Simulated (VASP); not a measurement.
# VH2 (C2/m) in VASP: further runs

Runs on VH2. Level: PBEsol. Tasks: single point.

Everything below comes from runs of VASP 6.6.1. Logs are shortened: lines on timing, memory, paths and dates and some standing lists are left out, and cuts for length are marked.

## 1. The cell of the first run

It takes space group C2/m (No. 12, monoclinic). The conventional cell has a = 4.960 Å, b = 2.945 Å, c = 2.945 Å, α = 90.00°, β = 122.91°, γ = 90.00°. V (site symmetry 2/m) has 8 H at 1.79 to 1.82 Å within 2.4 Å. Within 2.4 Å of H (site symmetry m) lie 4 V at 1.79 to 1.82 Å and 6 H at 2.03 to 2.14 Å.

## 2. Single point, PBEsol (shear of c along a, cell held: +6.0 %, then relaxed in part)

INCAR reads:

```
PREC = Accurate
ENCUT = 520
EDIFF = 1E-6
ISMEAR = 0
SIGMA = 0.1
LREAL = F
LASPH = T
NELM = 100
ALGO = Normal
ISIF = 2
LWAVE = F
LCHARG = F
GGA = PS
NBANDS = 24
```

KPOINTS reads:

```
Automatic mesh
0
Gamma
  12 12 8
```

POSCAR reads:

```
VH2
1.0
    2.0820882371      2.0820882371      0.0000000000
   -2.0820882371      2.0820882371      0.0000000000
    0.1766710454      0.1766710454      4.1641764741
V H
2 4
Direct
    0.0000000000      0.0000000000      0.0000000000
    0.5000000000      0.5000000000      0.5000000000
   -0.0138516671      0.5000000000      0.7505840856
    0.5138516671      0.0000000000      0.7494159144
    0.4861483329      0.0000000000      0.2505840856
    0.0138516671      0.5000000000      0.2494159144
```

Potentials or basis: VASP PAW PBE potentials, release 64 (V_sv, H).

Launch:

```
$ cat potpaw_PBE.64/V_sv/POTCAR potpaw_PBE.64/H/POTCAR > POTCAR
$ mpirun -np 1 vasp_std > vasp.out
```

OUTCAR:

```text
PREC = Accurate
   ENCUT = 520
   EDIFF = 1E-6
   ISMEAR = 0
   LREAL = F
   LASPH = T
   NELM = 100
   ISIF = 2
   GGA = PS

 ion  position               nearest neighbor table
   1  0.000  0.000  0.000-   4 1.79   5 1.79   6 1.80   3 1.80   6 1.80   3 1.80   4 1.82   5 1.82
                             2 2.88   2 2.88   2 2.88   2 2.88
   2  0.500  0.500  0.500-   6 1.79   3 1.79   5 1.80   4 1.80   5 1.80   4 1.80   6 1.82   3 1.82
                             1 2.88   1 2.88   1 2.88   1 2.88
   3  0.986  0.500  0.751-   2 1.79   1 1.80   1 1.80   2 1.82
   4  0.514  0.000  0.749-   1 1.79   2 1.80   2 1.80   1 1.82
   5  0.486  0.000  0.251-   1 1.79   2 1.80   2 1.80   1 1.82
   6  0.014  0.500  0.249-   2 1.79   1 1.80   1 1.80   2 1.82

  LATTYP: Found a simple monoclinic cell.
 ALAT       =     2.9445174230
 B/A-ratio  =     1.0000000000
 C/A-ratio  =     1.4167568598
 COS(beta)  =    -0.0598922907

  Lattice vectors:

 A1 = (   2.0820882371,   2.0820882371,   0.0000000000)
 A2 = (   2.0820882371,  -2.0820882371,   0.0000000000)
 A3 = (  -0.1766710454,  -0.1766710454,  -4.1641764741)

Analysis of symmetry for initial positions (statically):
=====================================================================
 Subroutine PRICEL returns following result:

  LATTYP: Found a base centered monoclinic cell.
 ALAT       =     4.9599995016
 B/A-ratio  =     0.5936527659
 C/A-ratio  =     0.5936527659
 COS(beta)  =    -0.5432796583

  Lattice vectors:

 A1 = (  -1.9937527144,   0.0883355227,   2.0820882370)
 A2 = (   0.0883355227,  -1.9937527144,   2.0820882370)
 A3 = (   2.0820882371,   2.0820882371,   0.0000000000)

   2 primitive cells build up your supercell.

 Routine SETGRP: Setting up the symmetry group for a
 simple monoclinic supercell.

 Subroutine GETGRP returns: Found  4 space group operations
 (whereof  4 operations were pure point group operations)
 out of a pool of  4 trial point group operations.

The static configuration has the point symmetry C_2h.

Analysis of symmetry for dynamics (positions and initial velocities):
=====================================================================
 Subroutine PRICEL returns following result:

  LATTYP: Found a base centered monoclinic cell.
 ALAT       =     4.9599995016
 B/A-ratio  =     0.5936527659
 C/A-ratio  =     0.5936527659
 COS(beta)  =    -0.5432796583

  Lattice vectors:

 A1 = (  -1.9937527144,   0.0883355227,   2.0820882370)
 A2 = (   0.0883355227,  -1.9937527144,   2.0820882370)
 A3 = (   2.0820882371,   2.0820882371,   0.0000000000)

   2 primitive cells build up your supercell.

 Routine SETGRP: Setting up the symmetry group for a
 simple monoclinic supercell.

 Subroutine GETGRP returns: Found  4 space group operations
 (whereof  4 operations were pure point group operations)
 out of a pool of  4 trial point group operations.

The dynamic configuration has the point symmetry C_2h.

 Subroutine INISYM returns: Found  4 space group operations
 (whereof  4 operations are pure point group operations),
 and found     2 'primitive' translations

----------------------------------------------------------------------------------------

                                     Primitive cell

  volume of cell :      18.0521

  direct lattice vectors                    reciprocal lattice vectors
    -1.993752714  0.088335523  2.082088237    -0.240143521  0.240143521  0.240143521
     0.088335523 -1.993752714  2.082088237     0.240143521 -0.240143521  0.240143521
     2.082088237  2.082088237  0.000000000     0.240143521  0.240143521  0.219766667

  length of vectors
     2.884084686  2.884084686  2.944517423     0.415940779  0.415940779  0.404518491

  position of ions in fractional coordinates (direct lattice)
     0.000000000  0.000000000  0.000000000
     0.250584086  0.250584086  0.736732419
     0.749415914  0.749415914  0.263267581

  ion indices of the primitive-cell ions
   primitive index   ion index
                 1           1
                 2           5
                 3           4

----------------------------------------------------------------------------------------

 KPOINTS: Automatic mesh

Automatic generation of k-mesh.
 Grid dimensions read from file:
 generate k-points for:   12   12    8

 Generating k-lattice:

  Cartesian coordinates                     Fractional coordinates (reciprocal lattice)
     0.020011960  0.020011960 -0.001698071     0.083333333  0.000000000  0.000000000
    -0.020011960  0.020011960  0.000000000     0.000000000  0.083333333  0.000000000
     0.000000000  0.000000000  0.030017940     0.000000000  0.000000000  0.125000000

  Length of vectors
     0.028352082  0.028301185  0.030017940

  Shift w.r.t. Gamma in fractional coordinates (k-lattice)
     0.000000000  0.000000000  0.000000000

 Subroutine IBZKPT returns following result:
 ===========================================

 Found    350 irreducible k-points:

 Following reciprocal coordinates:
            Coordinates               Weight
  0.000000  0.000000  0.000000      1.000000
  0.083333  0.000000  0.000000      2.000000
  0.166667  0.000000 -0.000000      2.000000
  0.250000  0.000000  0.000000      2.000000
  0.333333  0.000000  0.000000      2.000000
  0.416667  0.000000  0.000000      2.000000
[... 16 lines left out ...]
  0.083333  0.250000 -0.000000      4.000000
  0.166667  0.250000  0.000000      4.000000
 [... further k-points ...]
   k-points           NKPTS =    350   k-points in BZ     NKDIM =    350   number of bands    NBANDS=     24
   number of dos      NEDOS =    301   number of ions     NIONS =      6
   total plane-waves  NPLWV =  18432
   dimension x,y,z NGX =    24 NGY =   24 NGZ =   32
   dimension x,y,z NGXF=    48 NGYF=   48 NGZF=   64
   ions per type =               2   4
   NGX,Y,Z   is equivalent  to a cutoff of  13.55, 13.55, 12.75 a.u.
   NGXF,Y,Z  is equivalent  to a cutoff of  27.10, 27.10, 25.50 a.u.
 SYSTEM =  unknown system
   PREC   = accura    normal or accurate (medium, high low for compatibility)
   ISTART =      0    job   : 0-new  1-cont  2-samecut
   ICHARG =      2    charge: 1-file 2-atom 10-const
   ISPIN  =      1    spin polarized calculation?
   LNONCOLLINEAR =      F non collinear calculations
   LSORBIT =      F    spin-orbit coupling
   LASPH  =      T    aspherical Exc in radial PAW
   ENCUT  =  520.0 eV  38.22 Ry    6.18 a.u.   5.47  5.47  7.76*2*pi/ulx,y,z
   NELM   =    100;   NELMIN=  2; NELMDL= -5     # of ELM steps
   EDIFF  = 0.1E-05   stopping-criterion for ELM
   LREAL  =      F    real-space projection
   EDIFFG = 0.1E-04   stopping-criterion for IOM
   NSW    =      0    number of steps for IOM
   IBRION =     -1    ionic relax: 0-MD 1-quasi-New 2-CG
   NFREE  =      0    steps in history (QN), initial steepest desc. (CG)
   ISIF   =      2    stress and relaxation
   ISYM   =      2    0-nonsym 1-usesym 2-fastsym
   POTIM  = 0.5000    time-step for ionic-motion
   TEBEG  =    0.0;   TEEND  =   0.0 temperature during run
   PSTRESS=    0.0 pullay stress
   NELECT =      30.0000    total number of electrons
   NUPDOWN=      -1.0000    fix difference up-down
   EMIN   =  10.00;   EMAX   =-10.00  energy-range for DOS
   EFERMI =   0.00;   METHOD = LEGACY
   ISMEAR =     0;   SIGMA  =   0.10  broadening in eV -4-tet -1-fermi 0-gaus
   EFERMI_NEDOS =   21; number of points for ismear=-14 and -15
   IALGO  =     38    algorithm
   IMIX   =      4    mixing-type and parameters
     AMIX     =   0.40;   BMIX     =  1.00
     AMIX_MAG =   1.60;   BMIX_MAG =  1.00
  volume/ion in A,a.u.               =       6.02        40.61
  Fermi-wavevector in a.u.,A,eV,Ry     =   1.539086  2.908450 32.229271  2.368785
  Thomas-Fermi vector in A             =   2.645363
   LORBIT       =      0    0 simple, 1 ext, 2 COOP (PROOUT), +10 PAW based schemes
   GGA     = PS    functional components
   LHFCALC =     F    Hartree Fock is set to
   AEXX    =    0.0000 exact exchange contribution
   IVDW    =     0    specifies the selected vdW correction
   LEPSILON=     F    determine dielectric tensor
   LRPA    =     F    only Hartree local field effects (RPA)
 non-spin polarized calculation
 Gauss-broadening in eV      SIGMA  =   0.10
  energy-cutoff  :      520.00
  volume of cell :       36.10
 maximum number of plane-waves:       991
 NGX is ok and might be reduce to    24
   NGX = 11   NGY = 11   NGZ = 15

 number of electron      30.0000023 magnetization

 Free energy of the ion-electron system (eV)
  ---------------------------------------------------
  ext. energy  EPLUGINS =         0.00000000
  ---------------------------------------------------
  free energy    TOTEN  =       -34.13038511 eV

  energy without entropy =      -34.11718271  energy(sigma->0) =      -34.12378391

 E-fermi :   8.7790     XC(G=0): -12.6709

 val. band max:        8.7766252062   @ k =  -0.1667   0.2500   0.1250
 cond. band min:       8.7808028843   @ k =   0.0000   0.0000   0.5000
 fundamental gap:      0.0041776782
 Fermi energy:         8.7790279553

 k-point     1 :       0.0000    0.0000    0.0000
  band No.  band energies     occupation
      1     -55.4864      2.00000
      2     -55.3950      2.00000
      3     -29.6792      2.00000
      4     -29.4020      2.00000
      5     -29.4012      2.00000
      6     -29.3034      2.00000
[... 16 lines left out ...]
     23      17.0763      0.00000
     24      17.1269      0.00000

 k-point     2 :       0.0833    0.0000    0.0000
  band No.  band energies     occupation
      1     -55.4834      2.00000
      2     -55.3951      2.00000
      3     -29.6697      2.00000
      4     -29.4148      2.00000
      5     -29.3983      2.00000
      6     -29.3158      2.00000
[... 16 lines left out ...]
     23      16.1670      0.00000
     24      17.3613      0.00000
[... 565 lines left out ...]
     23      15.9909      0.00000
     24      17.7269      0.00000

 k-point    24 :       0.1667    0.2500    0.0000
  band No.  band energies     occupation
      1     -55.4520      2.00000
      2     -55.3959      2.00000
      3     -29.5740      2.00000
      4     -29.5114      2.00000
      5     -29.4278      2.00000
      6     -29.3970      2.00000
[... 16 lines left out ...]
     23      15.7495      0.00000
     24      16.7942      0.00000

 [... further k-points ...]

------------------------ aborting loop because EDIFF is reached ----------------------------------------

  FORCE on cell =-STRESS in cart. coord.  units (eV):
  Direction    XX          YY          ZZ          XY          YZ          ZX
  --------------------------------------------------------------------------------------
  -------------------------------------------------------------------------------------
  Total        0.0298773      0.0298773      0.0853597      0.0014266     -0.9504280     -0.9504278
  in kB        1.3258511      1.3258511      3.7879662      0.0633090    -42.1766810    -42.1766763
  external PRESSURE =       2.1465561 kB  Pullay stress =       0.0000000 kB

 VOLUME and BASIS-vectors are now :
 -----------------------------------------------------------------------------
  energy-cutoff  :      520.00
  volume of cell :       36.10
      direct lattice vectors                 reciprocal lattice vectors
     2.082088237  2.082088237  0.000000000     0.240143521  0.240143521 -0.020376853
    -2.082088237  2.082088237  0.000000000    -0.240143521  0.240143521  0.000000000
     0.176671045  0.176671045  4.164176474     0.000000000  0.000000000  0.240143521

 POSITION                                       TOTAL-FORCE (eV/Angst)
 -----------------------------------------------------------------------------------
      0.00000      0.00000      0.00000        -0.000000      0.000000      0.000000
      0.08834      2.17042      2.08209        -0.000000      0.000000     -0.000000
      1.14481      3.22690      3.12556        -0.000730     -0.000730      0.000296
      1.20228      1.20228      3.12070         0.000730      0.000730     -0.000296
      1.05647      1.05647      1.04348        -0.000730     -0.000730      0.000296
     -0.96814      1.11395      1.03861         0.000730      0.000730     -0.000296
 -----------------------------------------------------------------------------------
    total drift:                               -0.000000      0.000000     -0.000000

  FREE ENERGIE OF THE ION-ELECTRON SYSTEM (eV)
  ---------------------------------------------------
  free  energy   TOTEN  =       -34.1303851149 eV

  energy  without entropy=      -34.1171827107  energy(sigma->0) =      -34.12378391
```

Run time: 3.5 min. Hardware: 1 thread of Intel Xeon Platinum 8175M at 2.50GHz (Skylake/Cascade Lake), shared host; peak memory 0.34 GiB.

Results:

```
Free energy            : -34.1304 eV
Pressure               : 0.2 GPa
Band gap on the k mesh : zero (bands 15 and 16 overlap by 2.55 eV)
```

Caveat: the cell differs from its parent crystal (shear of c along a, cell held: +6.0 %, then relaxed in part); the PAW data sets were made with another functional, which shifts forces and pressure a little.

## 3. Single point, PBEsol (shear of c along a, cell held: +6.0 %, then relaxed in part)

Edit INCAR of step 2 so:

```diff
@@ -8,3 +8,3 @@
 NELM = 100
-ALGO = Normal
+ALGO = Fast
 ISIF = 2
```

KPOINTS is that of step 2.

POSCAR is that of step 2.

Potentials or basis: VASP PAW PBE potentials, release 64 (V_sv, H).

Launch:

```
$ cat potpaw_PBE.64/V_sv/POTCAR potpaw_PBE.64/H/POTCAR > POTCAR
$ mpirun -np 1 vasp_std > vasp.out
```

Wall time 6.6 min (1 thread of Oxide Virtual Turin-like, shared host); peak memory 0.31 GiB.

The run converged. Its results:

```yaml
Free_energy: -34.1304 eV
Pressure: 0.4 GPa
Band_gap_on_the_k_mesh: zero (bands 15 and 16 overlap by 2.55 eV)
```

Stress tensor (GPa, compression positive):
```
 0.29  0.01 -4.21
 0.01  0.29 -4.21
-4.21 -4.21  0.53
```

Levels at points of the mesh, in eV from the Fermi level:
```
           k point  band 11  band 12  band 13  band 14  band 15  band 16  band 17  band 18  band 19  band 20
(0.00, 0.00, 0.00)    -5.62    -3.86    -1.31    -1.05    -0.75     0.84     0.84     1.35     1.58     1.74
(0.50, 0.00, 0.00)    -5.57    -5.57    -1.61    -1.61     0.09     0.09     0.41     0.41     2.23     2.23
(0.00, 0.50, 0.00)    -5.59    -5.59    -1.62    -1.62     0.09     0.09     0.39     0.39     2.24     2.24
(0.50, 0.50, 0.00)    -5.60    -5.60    -3.84    -3.84     1.64     1.64     1.77     1.77     1.89     1.89
(0.00, 0.00, 0.50)    -4.90    -4.90    -0.83    -0.83     0.00     0.00     0.00     0.00     1.27     1.27
(0.50, 0.00, 0.50)    -6.13    -5.11    -1.14    -0.93    -0.89    -0.68     1.49     1.63     1.66     1.82
(0.00, 0.50, 0.50)    -5.65    -5.65    -1.12    -1.12    -0.68    -0.68     1.47     1.47     1.78     1.78
(0.50, 0.50, 0.50)    -6.22    -6.22    -2.83    -2.83     0.34     0.34     1.77     1.77     3.71     3.71
```

Caveat: the cell differs from its parent crystal (shear of c along a, cell held: +6.0 %, then relaxed in part); the PAW data sets were made with another functional, which shifts forces and pressure a little.
